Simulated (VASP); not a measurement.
# CdS (P6_3mc) in VASP: single point with r2SCAN

Aim: the single point of CdS with r2SCAN.

Program: VASP 6.6.1. These are calculated values, not measurements. Logs are shortened: lines on timing, memory, paths and dates and some standing lists are left out, and cuts for length are marked.

### 1 The cell of the first run

The structure is hexagonal, space group P6_3mc (No. 186). The conventional cell has a = 4.081 Å, b = 4.081 Å, c = 6.631 Å, α = 90.00°, β = 90.00°, γ = 120.00°. Within 3.3 Å of Cd (site symmetry 3m) lie 4 S at 2.49 to 2.50 Å. Within 3.3 Å of S (site symmetry 3m) lie 4 Cd at 2.49 to 2.50 Å.

### 2 Single point, r2SCAN (strain -2.0%)

POSCAR reads:

```
CdS
1.0
    4.0813092571      0.0000000000      0.0000000000
   -2.0406546285      3.5345174973      0.0000000000
    0.0000000000      0.0000000000      6.6306902802
Cd S
2 2
Direct
    0.3333333333      0.6666666667     -0.0009631164
    0.6666666667      0.3333333333      0.4990368836
    0.3333333333      0.6666666667      0.3759631164
    0.6666666667      0.3333333333      0.8759631164
```

INCAR.step1 reads:

```
  ALGO = Normal
  EDIFF = 1E-5
  ENCUT = 700
  GGA = PE
  GGA_COMPAT = F
  ISMEAR = 0
  LASPH = T
  LCHARG = F
  LREAL = F
  LWAVE = T
  NBANDS = 34
  NELM = 120
  PREC = Accurate
  SIGMA = 0.01
```

INCAR.step2 reads:

```
  ALGO = Normal
  EDIFF = 1E-6
  ENCUT = 700
  GGA_COMPAT = F
  ISIF = 2
  ISMEAR = 0
  ISTART = 1
  LASPH = T
  LCHARG = F
  LMIXTAU = T
  LREAL = F
  LWAVE = F
  METAGGA = R2SCAN
  NBANDS = 34
  NELM = 120
  PREC = Accurate
  SIGMA = 0.01
```

KPOINTS reads:

```
k-points
0
Gamma
  12 12 4
```

Potentials or basis: VASP PAW PBE potentials, release 64 (Cd_sv_GW, S).

On the command line:

```sh
> cat potpaw_PBE.64/Cd_sv_GW/POTCAR potpaw_PBE.64/S/POTCAR > POTCAR
> cp INCAR.step1 INCAR
> mpirun -np 1 vasp_std > vasp.out
> cp INCAR.step2 INCAR
> mpirun -np 1 vasp_std > vasp.out
```

OUTCAR:

```text
EDIFF = 1E-6
   ENCUT = 700
   ISIF = 2
   ISMEAR = 0
   ISTART = 1
   LASPH = T
   LREAL = F
   METAGGA = R2SCAN
   NELM = 120
   PREC = Accurate

 ion  position               nearest neighbor table
   1  0.333  0.667  0.999-   4 2.49   4 2.49   4 2.49   3 2.50
   2  0.667  0.333  0.499-   3 2.49   3 2.49   3 2.49   4 2.50
   3  0.333  0.667  0.376-   2 2.49   2 2.49   2 2.49   1 2.50
   4  0.667  0.333  0.876-   1 2.49   1 2.49   1 2.49   2 2.50

  LATTYP: Found a hexagonal cell.
 ALAT       =     4.0813092571
 C/A-ratio  =     1.6246478428

  Lattice vectors:

 A1 = (   4.0813092571,   0.0000000000,   0.0000000000)
 A2 = (  -2.0406546285,   3.5345174973,   0.0000000000)
 A3 = (   0.0000000000,   0.0000000000,   6.6306902802)

Analysis of symmetry for initial positions (statically):
=====================================================================
 Subroutine PRICEL returns:
 Original cell was already a primitive cell.

 Routine SETGRP: Setting up the symmetry group for a
 hexagonal supercell.

 Subroutine GETGRP returns: Found 12 space group operations
 (whereof  6 operations were pure point group operations)
 out of a pool of 24 trial point group operations.

The static configuration has the point symmetry C_3v.
 The point group associated with its full space group is C_6v.

Analysis of symmetry for dynamics (positions and initial velocities):
=====================================================================
 Subroutine PRICEL returns:
 Original cell was already a primitive cell.

 Routine SETGRP: Setting up the symmetry group for a
 hexagonal supercell.

 Subroutine GETGRP returns: Found 12 space group operations
 (whereof  6 operations were pure point group operations)
 out of a pool of 24 trial point group operations.

The dynamic configuration has the point symmetry C_3v.
 The point group associated with its full space group is C_6v.

 Subroutine INISYM returns: Found 12 space group operations
 (whereof  6 operations are pure point group operations),
 and found     1 'primitive' translations

----------------------------------------------------------------------------------------

                                     Primitive cell

  volume of cell :      95.6508

  direct lattice vectors                    reciprocal lattice vectors
     4.081309257  0.000000000  0.000000000     0.245019413  0.141462024  0.000000000
    -2.040654629  3.534517497  0.000000000     0.000000000  0.282924049  0.000000000
     0.000000000  0.000000000  6.630690280     0.000000000  0.000000000  0.150813861

  length of vectors
     4.081309257  4.081309257  6.630690280     0.282924049  0.282924049  0.150813861

  position of ions in fractional coordinates (direct lattice)
     0.333333333  0.666666667  0.999036884
     0.666666667  0.333333333  0.499036884
     0.333333333  0.666666667  0.375963116
     0.666666667  0.333333333  0.875963116

  ion indices of the primitive-cell ions
   primitive index   ion index
                 1           1
                 2           2
                 3           3
                 4           4

----------------------------------------------------------------------------------------

 KPOINTS: k-points

Automatic generation of k-mesh.
 Grid dimensions read from file:
 generate k-points for:   12   12    4

 Generating k-lattice:

  Cartesian coordinates                     Fractional coordinates (reciprocal lattice)
     0.020418284  0.011788502  0.000000000     0.083333333 -0.000000000  0.000000000
     0.000000000  0.023577004  0.000000000     0.000000000  0.083333333  0.000000000
     0.000000000  0.000000000  0.037703465     0.000000000  0.000000000  0.250000000

  Length of vectors
     0.023577004  0.023577004  0.037703465

  Shift w.r.t. Gamma in fractional coordinates (k-lattice)
     0.000000000  0.000000000  0.000000000

 Subroutine IBZKPT returns following result:
 ===========================================

 Found     57 irreducible k-points:

 Following reciprocal coordinates:
            Coordinates               Weight
  0.000000  0.000000  0.000000      1.000000
  0.083333  0.000000  0.000000      6.000000
  0.166667  0.000000  0.000000      6.000000
  0.250000  0.000000  0.000000      6.000000
  0.333333  0.000000  0.000000      6.000000
  0.416667  0.000000  0.000000      6.000000
[... 16 lines left out ...]
  0.250000  0.000000  0.250000     12.000000
  0.333333  0.000000  0.250000     12.000000
 [... further k-points ...]
   k-points           NKPTS =     57   k-points in BZ     NKDIM =     57   number of bands    NBANDS=     34
   number of dos      NEDOS =    301   number of ions     NIONS =      4
   total plane-waves  NPLWV =  77760
   dimension x,y,z NGX =    36 NGY =   36 NGZ =   60
   dimension x,y,z NGXF=    72 NGYF=   72 NGZF=  120
   ions per type =               2   2
   NGX,Y,Z   is equivalent  to a cutoff of  14.66, 14.66, 15.04 a.u.
   NGXF,Y,Z  is equivalent  to a cutoff of  29.33, 29.33, 30.09 a.u.
 SYSTEM =  unknown system
   PREC   = accura    normal or accurate (medium, high low for compatibility)
   ISTART =      1    job   : 0-new  1-cont  2-samecut
   ICHARG =      0    charge: 1-file 2-atom 10-const
   ISPIN  =      1    spin polarized calculation?
   LNONCOLLINEAR =      F non collinear calculations
   LSORBIT =      F    spin-orbit coupling
   LASPH  =      T    aspherical Exc in radial PAW
   ENCUT  =  700.0 eV  51.45 Ry    7.17 a.u.   8.80  8.80 14.30*2*pi/ulx,y,z
   NELM   =    120;   NELMIN=  2; NELMDL=  0     # of ELM steps
   EDIFF  = 0.1E-05   stopping-criterion for ELM
   LREAL  =      F    real-space projection
   EDIFFG = 0.1E-04   stopping-criterion for IOM
   NSW    =      0    number of steps for IOM
   IBRION =     -1    ionic relax: 0-MD 1-quasi-New 2-CG
   NFREE  =      0    steps in history (QN), initial steepest desc. (CG)
   ISIF   =      2    stress and relaxation
   ISYM   =      2    0-nonsym 1-usesym 2-fastsym
   POTIM  = 0.5000    time-step for ionic-motion
   TEBEG  =    0.0;   TEEND  =   0.0 temperature during run
   PSTRESS=    0.0 pullay stress
   NELECT =      52.0000    total number of electrons
   NUPDOWN=      -1.0000    fix difference up-down
   EMIN   =  10.00;   EMAX   =-10.00  energy-range for DOS
   EFERMI =   0.00;   METHOD = LEGACY
   ISMEAR =     0;   SIGMA  =   0.01  broadening in eV -4-tet -1-fermi 0-gaus
   EFERMI_NEDOS =   21; number of points for ismear=-14 and -15
   IALGO  =     38    algorithm
   IMIX   =      4    mixing-type and parameters
     AMIX     =   0.40;   BMIX     =  1.00
     AMIX_MAG =   1.60;   BMIX_MAG =  1.00
  volume/ion in A,a.u.               =      23.91       161.37
  Fermi-wavevector in a.u.,A,eV,Ry     =   1.336123  2.524907 24.289461  1.785225
  Thomas-Fermi vector in A             =   2.464774
   LORBIT       =      0    0 simple, 1 ext, 2 COOP (PROOUT), +10 PAW based schemes
   METAGGA = R2SCAN    functional components
   LHFCALC =     F    Hartree Fock is set to
   AEXX    =    0.0000 exact exchange contribution
   IVDW    =     0    specifies the selected vdW correction
   LEPSILON=     F    determine dielectric tensor
   LRPA    =     F    only Hartree local field effects (RPA)
 non-spin polarized calculation
 Gauss-broadening in eV      SIGMA  =   0.01
  energy-cutoff  :      700.00
  volume of cell :       95.65
 maximum number of plane-waves:      4068
 NGX is ok and might be reduce to    36
   NGX = 17   NGY = 17   NGZ = 29

 number of electron      52.0000012 magnetization

 Free energy of the ion-electron system (eV)
  ---------------------------------------------------
  ext. energy  EPLUGINS =         0.00000000
  ---------------------------------------------------
  free energy    TOTEN  =       -59.44032208 eV

  energy without entropy =      -59.44032208  energy(sigma->0) =      -59.44032208

 E-fermi :   3.0850     XC(G=0): -10.0350

 val. band max:        2.9592600042   @ k =   0.0000   0.0000   0.0000
 cond. band min:       4.7380722582   @ k =   0.0000   0.0000   0.0000
 fundamental gap:      1.7788122540
 Fermi energy:         3.0850496653

 k-point     1 :       0.0000    0.0000    0.0000
  band No.  band energies     occupation
      1    -101.2187      2.00000
      2    -101.2187      2.00000
      3     -61.3794      2.00000
      4     -61.3789      2.00000
      5     -61.3789      2.00000
      6     -61.3788      2.00000
[... 26 lines left out ...]
     33      11.1306      0.00000
     34      11.2596      0.00000

 k-point     2 :       0.0833    0.0000    0.0000
  band No.  band energies     occupation
      1    -101.2187      2.00000
      2    -101.2187      2.00000
      3     -61.3794      2.00000
      4     -61.3790      2.00000
      5     -61.3790      2.00000
      6     -61.3788      2.00000
[... 26 lines left out ...]
     33      11.1810      0.00000
     34      11.2959      0.00000

 k-point     3 :       0.1667    0.0000    0.0000
  band No.  band energies     occupation
      1    -101.2187      2.00000
      2    -101.2187      2.00000
      3     -61.3794      2.00000
      4     -61.3791      2.00000
      5     -61.3790      2.00000
      6     -61.3790      2.00000
[... 26 lines left out ...]
     33      11.0802      0.00000
     34      11.7508      0.00000
[... 704 lines left out ...]
 k-point    23 :       0.2500    0.0000    0.2500
  band No.  band energies     occupation
      1    -101.2187      2.00000
      2    -101.2187      2.00000
      3     -61.3793      2.00000
      4     -61.3792      2.00000
      5     -61.3791      2.00000
      6     -61.3790      2.00000
[... 26 lines left out ...]
     33      11.3384      0.00000
     34      12.0391      0.00000

 k-point    24 :       0.3333    0.0000    0.2500
  band No.  band energies     occupation
      1    -101.2187      2.00000
      2    -101.2187      2.00000
      3     -61.3795      2.00000
      4     -61.3793      2.00000
      5     -61.3791      2.00000
      6     -61.3791      2.00000
[... 26 lines left out ...]
     33      11.4554      0.00000
     34      12.7414      0.00000

 [... further k-points ...]

------------------------ aborting loop because EDIFF is reached ----------------------------------------

  FORCE on cell =-STRESS in cart. coord.  units (eV):
  Direction    XX          YY          ZZ          XY          YZ          ZX
  --------------------------------------------------------------------------------------
  -------------------------------------------------------------------------------------
  Total        2.3883221      2.3883221      2.4040207      0.0000000      0.0000000     -0.0000000
  in kB       40.0050752     40.0050752     40.2680322      0.0000000      0.0000000     -0.0000000
  external PRESSURE =      40.0927276 kB  Pullay stress =       0.0000000 kB

 VOLUME and BASIS-vectors are now :
 -----------------------------------------------------------------------------
  energy-cutoff  :      700.00
  volume of cell :       95.65
      direct lattice vectors                 reciprocal lattice vectors
     4.081309257  0.000000000  0.000000000     0.245019413  0.141462024  0.000000000
    -2.040654629  3.534517497  0.000000000     0.000000000  0.282924049  0.000000000
     0.000000000  0.000000000  6.630690280     0.000000000  0.000000000  0.150813861

 POSITION                                       TOTAL-FORCE (eV/Angst)
 -----------------------------------------------------------------------------------
     -0.00000      2.35634      6.62430         0.000000     -0.000000      0.001960
      2.04065      1.17817      3.30896        -0.000000      0.000000      0.001960
     -0.00000      2.35634      2.49289         0.000000     -0.000000     -0.001960
      2.04065      1.17817      5.80824         0.000000     -0.000000     -0.001960
 -----------------------------------------------------------------------------------
    total drift:                               -0.000001      0.000000      0.000957

  FREE ENERGIE OF THE ION-ELECTRON SYSTEM (eV)
  ---------------------------------------------------
  free  energy   TOTEN  =       -59.4403220774 eV

  energy  without entropy=      -59.4403220774  energy(sigma->0) =      -59.44032208
```

Run time: 10 min. Hardware: 1 thread of Intel Xeon Platinum 8488C (Sapphire Rapids), shared host; peak memory 0.49 GiB.

Results:

| Property | Result |
| --- | --- |
| Free energy | -59.4403 eV |
| Pressure | 4.0 GPa |
| Band gap on the k mesh | 1.78 eV |

Caveat: the cell differs from its parent crystal (strain -2.0%); the cell stands under pressure; the PAW data sets were made with another functional, which shifts forces and pressure a little. A k mesh can miss the band edges.
